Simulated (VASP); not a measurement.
# Hf in VASP: notebook

Hf is run at these levels: LDA; tasks: single point.

Everything below comes from runs of VASP 6.6.1. Logs are shortened: lines on timing, memory, paths and dates and some standing lists are left out, and cuts for length are marked.

## 1. The cell of the first run

Symmetry: I4/mmm, No. 139, tetragonal system. Conventional cell: a = 3.237 Å, b = 3.237 Å, c = 3.924 Å, α = 90.00°, β = 90.00°, γ = 90.00°. Hf (site symmetry 4/mmm) has 14 Hf at 3.01 to 3.92 Å within 4.0 Å.

## 2. Single point, LDA

Input file INCAR:

```
PREC = Accurate ; ENCUT = 520
EDIFF = 1E-7 ; ISMEAR = 0
SIGMA = 0.15 ; LREAL = False
LASPH = True ; NELM = 60
ALGO = Normal ; ISIF = 2
LWAVE = False ; LCHARG = False
GGA = CA ; NBANDS = 11
```

Input file KPOINTS:

```
regular mesh
0
Gamma
  18 18 18
```

Input file POSCAR:

```
Hf
1.0
    0.0000000000      2.2889417976      1.9619501122
    2.2889417976      0.0000000000      1.9619501122
    2.2889417976      2.2889417976      0.0000000000
Hf
1
Direct
    0.0000000000      0.0000000000      0.0000000000
```

Potentials or basis: VASP PAW LDA potentials, release 64 (Hf_pv).

Run with:

```bash
> cat potpaw_LDA.64/Hf_pv/POTCAR > POTCAR
> mpirun -np 1 vasp_std > vasp.out
```

OUTCAR:

```text
PREC = Accurate
   ENCUT = 520
   EDIFF = 1E-7
   ISMEAR = 0
   LREAL = False
   LASPH = True
   NELM = 60
   ISIF = 2
   GGA = CA

 ion  position               nearest neighbor table
   1  0.000  0.000  0.000-

  LATTYP: Found a body centered tetragonal cell.
 ALAT       =     3.2370525336
 C/A-ratio  =     1.2121830534

  Lattice vectors:

 A1 = (   0.0000000000,  -2.2889417976,  -1.9619501122)
 A2 = (   0.0000000000,   2.2889417976,  -1.9619501122)
 A3 = (   2.2889417976,   0.0000000000,   1.9619501122)

Analysis of symmetry for initial positions (statically):
=====================================================================
 Subroutine PRICEL returns:
 Original cell was already a primitive cell.

 Routine SETGRP: Setting up the symmetry group for a
 body centered tetragonal supercell.

 Subroutine GETGRP returns: Found 16 space group operations
 (whereof 16 operations were pure point group operations)
 out of a pool of 16 trial point group operations.

The static configuration has the point symmetry D_4h.

Analysis of symmetry for dynamics (positions and initial velocities):
=====================================================================
 Subroutine PRICEL returns:
 Original cell was already a primitive cell.

 Routine SETGRP: Setting up the symmetry group for a
 body centered tetragonal supercell.

 Subroutine GETGRP returns: Found 16 space group operations
 (whereof 16 operations were pure point group operations)
 out of a pool of 16 trial point group operations.

The dynamic configuration has the point symmetry D_4h.

 Subroutine INISYM returns: Found 16 space group operations
 (whereof 16 operations are pure point group operations),
 and found     1 'primitive' translations

----------------------------------------------------------------------------------------

                                     Primitive cell

  volume of cell :      20.5583

  direct lattice vectors                    reciprocal lattice vectors
     0.000000000  2.288941798  1.961950112    -0.218441553  0.218441553  0.254848478
     2.288941798  0.000000000  1.961950112     0.218441553 -0.218441553  0.254848478
     2.288941798  2.288941798  0.000000000     0.218441553  0.218441553 -0.254848478

  length of vectors
     3.014714380  3.014714380  3.237052534     0.400476180  0.400476180  0.400476180

  position of ions in fractional coordinates (direct lattice)
     0.000000000  0.000000000  0.000000000

  ion indices of the primitive-cell ions
   primitive index   ion index
                 1           1

----------------------------------------------------------------------------------------

 KPOINTS: regular mesh

Automatic generation of k-mesh.
 Grid dimensions read from file:
 generate k-points for:   18   18   18

 Generating k-lattice:

  Cartesian coordinates                     Fractional coordinates (reciprocal lattice)
    -0.012135642  0.012135642  0.014158249     0.055555556 -0.000000000  0.000000000
     0.012135642 -0.012135642  0.014158249    -0.000000000  0.055555556  0.000000000
     0.012135642  0.012135642 -0.014158249     0.000000000  0.000000000  0.055555556

  Length of vectors
     0.022248677  0.022248677  0.022248677

  Shift w.r.t. Gamma in fractional coordinates (k-lattice)
     0.000000000  0.000000000  0.000000000

 Subroutine IBZKPT returns following result:
 ===========================================

 Found    480 irreducible k-points:

 Following reciprocal coordinates:
            Coordinates               Weight
  0.000000  0.000000  0.000000      1.000000
  0.055556  0.000000  0.000000      8.000000
  0.111111  0.000000  0.000000      8.000000
  0.166667  0.000000  0.000000      8.000000
  0.222222 -0.000000  0.000000      8.000000
  0.277778  0.000000  0.000000      8.000000
[... 16 lines left out ...]
 -0.277778  0.055556  0.000000      8.000000
 -0.222222  0.055556  0.000000      8.000000
 [... further k-points ...]
   k-points           NKPTS =    480   k-points in BZ     NKDIM =    480   number of bands    NBANDS=     11
   number of dos      NEDOS =    301   number of ions     NIONS =      1
   total plane-waves  NPLWV =  13824
   dimension x,y,z NGX =    24 NGY =   24 NGZ =   24
   dimension x,y,z NGXF=    48 NGYF=   48 NGZF=   48
   ions per type =               1
   NGX,Y,Z   is equivalent  to a cutoff of  13.23, 13.23, 12.33 a.u.
   NGXF,Y,Z  is equivalent  to a cutoff of  26.47, 26.47, 24.65 a.u.
 SYSTEM =  unknown system
   PREC   = accura    normal or accurate (medium, high low for compatibility)
   ISTART =      0    job   : 0-new  1-cont  2-samecut
   ICHARG =      2    charge: 1-file 2-atom 10-const
   ISPIN  =      1    spin polarized calculation?
   LNONCOLLINEAR =      F non collinear calculations
   LSORBIT =      F    spin-orbit coupling
   LASPH  =      T    aspherical Exc in radial PAW
   ENCUT  =  520.0 eV  38.22 Ry    6.18 a.u.   5.61  5.61  6.02*2*pi/ulx,y,z
   NELM   =     60;   NELMIN=  2; NELMDL= -5     # of ELM steps
   EDIFF  = 0.1E-06   stopping-criterion for ELM
   LREAL  =      F    real-space projection
   EDIFFG = 0.1E-05   stopping-criterion for IOM
   NSW    =      0    number of steps for IOM
   IBRION =     -1    ionic relax: 0-MD 1-quasi-New 2-CG
   NFREE  =      0    steps in history (QN), initial steepest desc. (CG)
   ISIF   =      2    stress and relaxation
   ISYM   =      2    0-nonsym 1-usesym 2-fastsym
   POTIM  = 0.5000    time-step for ionic-motion
   TEBEG  =    0.0;   TEEND  =   0.0 temperature during run
   PSTRESS=    0.0 pullay stress
   NELECT =      10.0000    total number of electrons
   NUPDOWN=      -1.0000    fix difference up-down
   EMIN   =  10.00;   EMAX   =-10.00  energy-range for DOS
   EFERMI =   0.00;   METHOD = LEGACY
   ISMEAR =     0;   SIGMA  =   0.15  broadening in eV -4-tet -1-fermi 0-gaus
   EFERMI_NEDOS =   21; number of points for ismear=-14 and -15
   IALGO  =     38    algorithm
   IMIX   =      4    mixing-type and parameters
     AMIX     =   0.40;   BMIX     =  1.00
     AMIX_MAG =   1.60;   BMIX_MAG =  1.00
  volume/ion in A,a.u.               =      20.56       138.73
  Fermi-wavevector in a.u.,A,eV,Ry     =   1.287495  2.433013 22.553621  1.657644
  Thomas-Fermi vector in A             =   2.419506
   LORBIT       =      0    0 simple, 1 ext, 2 COOP (PROOUT), +10 PAW based schemes
   GGA     = CA    functional components
   LHFCALC =     F    Hartree Fock is set to
   AEXX    =    0.0000 exact exchange contribution
   IVDW    =     0    specifies the selected vdW correction
   LEPSILON=     F    determine dielectric tensor
   LRPA    =     F    only Hartree local field effects (RPA)
 non-spin polarized calculation
 Gauss-broadening in eV      SIGMA  =   0.15
  energy-cutoff  :      520.00
  volume of cell :       20.56
 maximum number of plane-waves:       569
   NGX = 11   NGY = 11   NGZ = 13

 number of electron      10.0000000 magnetization

 Free energy of the ion-electron system (eV)
  ---------------------------------------------------
  ext. energy  EPLUGINS =         0.00000000
  ---------------------------------------------------
  free energy    TOTEN  =       -10.59872504 eV

  energy without entropy =      -10.58003016  energy(sigma->0) =      -10.58937760

 E-fermi :   5.1682     XC(G=0): -11.8607

 val. band max:        5.1679776558   @ k =  -0.2778   0.0000   0.0556
 cond. band min:       5.1737150481   @ k =   0.4444   0.0556   0.1667
 fundamental gap:      0.0057373923
 Fermi energy:         5.1681813601

 k-point     1 :       0.0000    0.0000    0.0000
  band No.  band energies     occupation
      1     -24.3280      2.00000
      2     -24.3280      2.00000
      3     -24.3224      2.00000
      4      -2.1909      2.00000
      5       6.2097      0.00000
      6       6.2097      0.00000
      7       7.8991      0.00000
      8       8.2100      0.00000
      9      10.4584      0.00000
     10      17.2933      0.00000
     11      17.6300      0.00000

 k-point     2 :       0.0556    0.0000    0.0000
  band No.  band energies     occupation
      1     -24.3623      2.00000
      2     -24.3360      2.00000
      3     -24.3258      2.00000
      4      -2.0687      2.00000
      5       6.1783      0.00000
      6       6.2574      0.00000
      7       7.8512      0.00000
      8       8.1874      0.00000
      9      10.3705      0.00000
     10      17.5631      0.00000
     11      17.6299      0.00000

 k-point     3 :       0.1111    0.0000    0.0000
  band No.  band energies     occupation
      1     -24.4661      2.00000
      2     -24.3587      2.00000
      3     -24.3292      2.00000
      4      -1.7144      2.00000
      5       6.0469      0.00000
      6       6.3504      0.00000
      7       7.7873      0.00000
      8       8.1889      0.00000
      9      10.1590      0.00000
     10      17.6293      0.00000
     11      18.2451      0.00000

 k-point     4 :       0.1667    0.0000    0.0000
  band No.  band energies     occupation
      1     -24.6219      2.00000
      2     -24.3932      2.00000
      3     -24.3343      2.00000
      4      -1.1654      2.00000
      5       5.7837      0.00000
      6       6.3546      0.00000
      7       7.8235      0.00000
      8       8.3920      0.00000
      9       9.9395      0.00000
     10      17.6278      0.00000
     11      18.6621      0.00000

 k-point     5 :       0.2222   -0.0000    0.0000
  band No.  band energies     occupation
      1     -24.8079      2.00000
      2     -24.4353      2.00000
      3     -24.3404      2.00000
      4      -0.4891      2.00000
      5       5.4776      0.00353
      6       6.1963      0.00000
      7       7.9253      0.00000
      8       8.9115      0.00000
      9       9.8449      0.00000
     10      17.6203      0.00000
     11      18.0398      0.00000
[... 211 lines left out ...]
 k-point    21 :      -0.3889    0.0556    0.0000
  band No.  band energies     occupation
      1     -25.3246      2.00000
      2     -24.5606      2.00000
      3     -24.3962      2.00000
      4       1.3143      2.00000
      5       5.5541      0.00027
      6       5.6000      0.00005
      7       7.5833      0.00000
      8      11.2711      0.00000
      9      11.4655      0.00000
     10      16.3466      0.00000
     11      17.4875      0.00000

 k-point    22 :      -0.3333    0.0556    0.0000
  band No.  band energies     occupation
      1     -25.1937      2.00000
      2     -24.5257      2.00000
      3     -24.3963      2.00000
      4       0.9893      2.00000
      5       5.3267      0.13507
      6       5.7483      0.00000
      7       7.5639      0.00000
      8      10.4495      0.00000
      9      10.9604      0.00000
     10      16.9845      0.00000
     11      17.6351      0.00000

 k-point    23 :      -0.2778    0.0556    0.0000
  band No.  band energies     occupation
      1     -25.0252      2.00000
      2     -24.4834      2.00000
      3     -24.3931      2.00000
      4       0.4411      2.00000
      5       5.2601      0.38595
      6       6.0063      0.00000
      7       7.6006      0.00000
      8       9.4682      0.00000
      9      10.5767      0.00000
     10      17.5924      0.00000
     11      17.7928      0.00000

 k-point    24 :      -0.2222    0.0556    0.0000
  band No.  band energies     occupation
      1     -24.8375      2.00000
      2     -24.4387      2.00000
      3     -24.3870      2.00000
      4      -0.2453      2.00000
      5       5.4005      0.02852
      6       6.2858      0.00000
      7       7.7016      0.00000
      8       8.6396      0.00000
      9      10.2458      0.00000
     10      17.6246      0.00000
     11      18.5509      0.00000

 [... further k-points ...]
[... 5 lines left out ...]
  --------------------------------------------------------------------------------------
  -------------------------------------------------------------------------------------
  Total       -0.1162600     -0.1162600      0.4783298      0.0000000     -0.0000000      0.0000000
  in kB       -9.0605271     -9.0605271     37.2778231      0.0000000     -0.0000000      0.0000000
  external PRESSURE =       6.3855897 kB  Pullay stress =       0.0000000 kB

 VOLUME and BASIS-vectors are now :
 -----------------------------------------------------------------------------
  energy-cutoff  :      520.00
  volume of cell :       20.56
      direct lattice vectors                 reciprocal lattice vectors
     0.000000000  2.288941798  1.961950112    -0.218441553  0.218441553  0.254848478
     2.288941798  0.000000000  1.961950112     0.218441553 -0.218441553  0.254848478
     2.288941798  2.288941798  0.000000000     0.218441553  0.218441553 -0.254848478

 POSITION                                       TOTAL-FORCE (eV/Angst)
 -----------------------------------------------------------------------------------
      0.00000      0.00000      0.00000        -0.000000      0.000000      0.000000
 -----------------------------------------------------------------------------------
    total drift:                               -0.000000     -0.000000     -0.000000

  FREE ENERGIE OF THE ION-ELECTRON SYSTEM (eV)
  ---------------------------------------------------
  free  energy   TOTEN  =       -10.5987250381 eV

  energy  without entropy=      -10.5800301568  energy(sigma->0) =      -10.58937760
```

Wall time 49 s (1 thread of Intel Xeon Platinum 8375C at 2.90GHz (Ice Lake), shared host); peak memory 0.22 GiB.

Results:

- Free energy: -10.5987 eV
- Pressure: 0.6 GPa
- Band gap on the k mesh: zero (band 5 reaches 6.50 eV, above the bottom of band 6 at 4.40 eV)

Levels at points of the mesh, in eV from the Fermi level:
```
           k point  band 3  band 4  band 5  band 6  band 7  band 8
(0.00, 0.00, 0.00)  -29.49   -7.36    1.04    1.04    2.73    3.04
(0.50, 0.00, 0.00)  -29.53   -3.81    0.14    1.17    2.42    6.07
(0.50, 0.50, 0.00)  -30.07   -3.38   -2.73    5.12    6.86    7.51
(0.50, 0.00, 0.50)  -29.67   -3.66   -2.04    2.38    6.21    6.54
```

Caveat: the cell differs from its parent crystal (strain +e along x and -e along y +0.0000, strain +e along z and -e/2 along x and y -0.1000); spin-orbit coupling is left out, which moves the levels of the heavy elements.

## 3. Single point, LDA

This run uses another cell than the first one, of the same volume but with other edges.

Input file INCAR:

```
SYSTEM = Hf
ALGO = Normal
EDIFF = 1E-6
ENCUT = 520
GGA = CA
ISIF = 2
ISMEAR = 0
LASPH = .TRUE.
LCHARG = .FALSE.
LREAL = .FALSE.
LWAVE = .FALSE.
NBANDS = 11
NELM = 100
PREC = Accurate
SIGMA = 0.15
```

Input file KPOINTS:

```
k-points
0
G
  18 18 18
  0 0 0
```

Input file POSCAR:

```
Hf
1.0
    0.0000000000      2.0709473406      2.3979390260
    2.0709473406      0.0000000000      2.3979390260
    2.0709473406      2.0709473406      0.0000000000
Hf
1
Direct
    0.0000000000      0.0000000000      0.0000000000
```

Potentials or basis: VASP PAW LDA potentials, release 64 (Hf_pv).

Run with:

```bash
> cat potpaw_LDA.64/Hf_pv/POTCAR > POTCAR
> mpirun -np 1 vasp_std > vasp.out
```

Run time: 45 s. Hardware: 1 thread of Intel Xeon Platinum 8375C at 2.90GHz (Ice Lake), shared host; peak memory 0.22 GiB.

Results (log left out):

```
Free energy            : -10.5938 eV
Pressure               : 0.6 GPa
Band gap on the k mesh : zero (band 5 reaches 5.98 eV, above the bottom of band 6 at 4.45 eV)
```

Stress tensor (GPa, compression positive):
```
 2.92  0.00  0.00
 0.00  2.92  0.00
 0.00  0.00 -3.92
```

Levels at points of the mesh, in eV from the Fermi level:
```tsv
k point	band 1	band 2	band 3	band 4	band 5	band 6	band 7	band 8	band 9	band 10
(0.00, 0.00, 0.00)	-29.53	-29.47	-29.47	-7.33	0.27	2.23	2.23	2.82	5.83	12.08
(0.50, 0.00, 0.00)	-30.64	-29.74	-29.51	-3.78	0.26	1.18	2.20	6.41	7.14	10.83
(0.50, 0.50, 0.00)	-30.46	-29.70	-29.70	-3.76	-2.19	1.71	7.17	7.47	7.47	10.68
(0.50, 0.00, 0.50)	-30.57	-30.17	-29.79	-3.49	-2.36	4.10	6.22	6.26	8.75	9.41
```

Caveat: the cell differs from its parent crystal (strain +e along x and -e along y +0.0000, strain +e along z and -e/2 along x and y +0.1000); spin-orbit coupling is left out, which moves the levels of the heavy elements.

## 4. Single point, LDA

Input file INCAR:

```
SYSTEM = Hf
PREC     = Accurate       ! precision mode
ENCUT    = 520            ! plane-wave cutoff, eV
EDIFF    = 1E-7           ! SCF threshold, eV
ISMEAR   = 0              ! smearing method
SIGMA    = 0.15           ! smearing width, eV
LREAL    = .False.        ! projectors in reciprocal space
LASPH    = .True.         ! aspherical terms in the spheres
NELM     = 80             ! most SCF steps
ALGO     = Fast           ! electronic algorithm
ISIF     = 2              ! what is computed and relaxed
LWAVE    = .False.        ! write WAVECAR
LCHARG   = .False.        ! write CHGCAR
GGA      = CA             ! functional
NBANDS   = 11             ! bands
```

Input file KPOINTS:

```
Automatic mesh
0
Gamma
  18 18 18
  0 0 0
```

Input file POSCAR:

```
Hf
1.0
    0.0000000000      2.0454419892      2.5069362545
    1.9874554636      0.0000000000      2.5069362545
    1.9874554636      2.0454419892      0.0000000000
Hf
1
Direct
    0.0000000000      0.0000000000      0.0000000000
```

Run with:

```bash
> cat potpaw_LDA.64/Hf_pv/POTCAR > POTCAR
> mpirun -np 1 vasp_std > vasp.out
```

Run time: 1.9 min. Hardware: 1 thread of Intel Xeon Platinum 8375C at 2.90GHz (Ice Lake), shared host; peak memory 0.29 GiB.

It converged, with:

```yaml
Free_energy: -10.5417 eV
Pressure: 1.2 GPa
Band_gap_on_the_k_mesh: zero (band 5 reaches 6.13 eV, above the bottom of band 6 at 4.52 eV)
```

Stress tensor (GPa, compression positive):
```
 4.63  0.00  0.00
 0.00  4.26  0.00
 0.00  0.00 -5.14
```

Levels at points of the mesh, in eV from the Fermi level:
```
           k point  band 2  band 3  band 4  band 5  band 6  band 7  band 8  band 9
(0.00, 0.00, 0.00)  -29.33  -29.32   -7.26   -0.16    2.01    2.70    2.95    6.58
(0.50, 0.00, 0.00)  -29.68  -29.31   -3.67   -0.04    1.37    2.78    6.42    7.13
(0.50, 0.50, 0.00)  -29.52  -29.48   -3.82   -2.08    1.20    7.43    7.55    7.59
(0.50, 0.00, 0.50)  -30.20  -29.62   -3.48   -2.07    4.44    5.51    5.67    9.19
(0.00, 0.50, 0.50)  -30.25  -29.67   -3.43   -2.29    4.99    5.68    5.99    8.94
```

Caveat: the cell differs from its parent crystal (strain +e along x and -e along y -0.0133, strain +e along z and -e/2 along x and y +0.1500); spin-orbit coupling is left out, which moves the levels of the heavy elements.

## 5. Single point, LDA

Input file INCAR:

```
SYSTEM = Hf
PREC     = Accurate       ! precision mode
ENCUT    = 520            ! plane-wave cutoff, eV
EDIFF    = 1E-6           ! SCF threshold, eV
ISMEAR   = 0              ! smearing method
SIGMA    = 0.15           ! smearing width, eV
LREAL    = .FALSE.        ! projectors in reciprocal space
LASPH    = .TRUE.         ! aspherical terms in the spheres
NELM     = 100            ! most SCF steps
ALGO     = Fast           ! electronic algorithm
ISIF     = 2              ! what is computed and relaxed
LWAVE    = .FALSE.        ! write WAVECAR
LCHARG   = .FALSE.        ! write CHGCAR
GGA      = CA             ! functional
NBANDS   = 11             ! bands
```

Input file KPOINTS:

```
Automatic mesh
0
G
  18 18 18
  0 0 0
```

Input file POSCAR:

```
Hf
1.0
    0.0000000000      2.4306381945      1.8529528837
    2.2562426290      0.0000000000      1.8529528837
    2.2562426290      2.4306381945      0.0000000000
Hf
1
Direct
    0.0000000000      0.0000000000      0.0000000000
```

Run with:

```bash
> cat potpaw_LDA.64/Hf_pv/POTCAR > POTCAR
> mpirun -np 1 vasp_std > vasp.out
```

It took 2 min on 1 thread of Intel Xeon Platinum 8375C at 2.90GHz (Ice Lake), shared host; peak memory 0.3 GiB.

Results (log left out):

| Property | Result |
| --- | --- |
| Free energy | -10.5599 eV |
| Pressure | 1.2 GPa |
| Band gap on the k mesh | zero (band 5 reaches 6.34 eV, above the bottom of band 6 at 4.33 eV) |

Stress tensor (GPa, compression positive):
```
 2.49  0.00  0.00
 0.00 -2.16  0.00
 0.00  0.00  3.31
```

Levels at points of the mesh, in eV from the Fermi level:
```csv
k point,band 3,band 4,band 5,band 6,band 7,band 8
"(0.00, 0.00, 0.00)",-29.30,-7.29,0.62,1.76,2.23,3.61
"(0.50, 0.00, 0.00)",-29.33,-3.72,-0.26,1.42,3.40,5.83
"(0.50, 0.50, 0.00)",-29.90,-3.24,-2.80,6.42,6.83,7.02
"(0.50, 0.00, 0.50)",-29.40,-3.73,-1.66,1.61,6.15,6.65
"(0.00, 0.50, 0.50)",-29.46,-3.58,-1.50,2.72,5.21,5.68
```

Caveat: the cell differs from its parent crystal (strain +e along x and -e along y -0.0400, strain +e along z and -e/2 along x and y -0.1500); spin-orbit coupling is left out, which moves the levels of the heavy elements.

[end of part 1 of 2]
